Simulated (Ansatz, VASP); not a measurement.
## Os: VASP beside Ansatz

File INCAR:

```
PREC = Accurate
ENCUT = 600
EDIFF = 1E-6
ISMEAR = -1
SIGMA = 0.08
LREAL = F
LASPH = T
NELM = 80
ALGO = Normal
ISIF = 3
LWAVE = F
LCHARG = F
GGA = CA
IBRION = 2
NSW = 60
EDIFFG = -0.005
```

Contents of KPOINTS:

```
Automatic mesh
0
Gamma
  19 19 19
```

File POSCAR:

```
Os
1.0
    0.0000000000      1.8992148187      1.8992148187
    1.8992148187      0.0000000000      1.8992148187
    1.8992148187      1.8992148187      0.0000000000
Os
1
Direct
    0.0000000000      0.0000000000      0.0000000000
```

Input for Ansatz:

```yaml
crystal:
  lattice:
    - [0.0, 1.8992148187, 1.8992148187]
    - [1.8992148187, 0.0, 1.8992148187]
    - [1.8992148187, 1.8992148187, 0.0]
  atoms:
    - { symbol: Os, position: [0.0, 0.0, 0.0] }
kpoints:
  mp_grid: { grid: [19, 19, 19] }
scf:
  occupations: { method: fermi_dirac, width: 0.08 }
hamiltonian:
  xc: lda
  pseudopotentials: { kind: paw }
output:
  forces: true
  stress: true
  write_density: true
  write_potential: true
  elf: true
  volumetric_format: npy
relax:
  f_tol: 0.005
  max_steps: 40
  cell: {}
```

Alike in both runs: task relaxation of cell and atoms; functional LDA; k mesh 19 × 19 × 19; occupations fermi-dirac, width 0.08 eV; no spin polarisation.

```csv
,VASP,Ansatz
version,VASP 6.6.1,Ansatz 0.2.0
potentials or method,"VASP PAW LDA potentials, release 64 (Os)","PAW with Ansatz's default frozen-core files, scalar-relativistic"
plane-wave cutoff (eV),600,420
valence electrons in the cell,8,16
```

Ansatz gave:

```
relaxed volume (Å³/atom)                                     : 13.75
relaxed cell length with the largest relative difference (Å) : 2.689
```

**Question.** Estimate VASP's values.

**Answer.** Relaxed volume (Å³/atom): 13.79; relaxed cell length with the largest relative difference (Å): 2.691.

LDA's correlation is that of Perdew and Zunger in VASP and of Perdew and Wang (1992) in Ansatz. VASP's potentials hold 8 valence electrons a cell and Ansatz's 16, so a difference there can come from the potentials and not from the codes.

Neither program's run includes spin-orbit coupling.
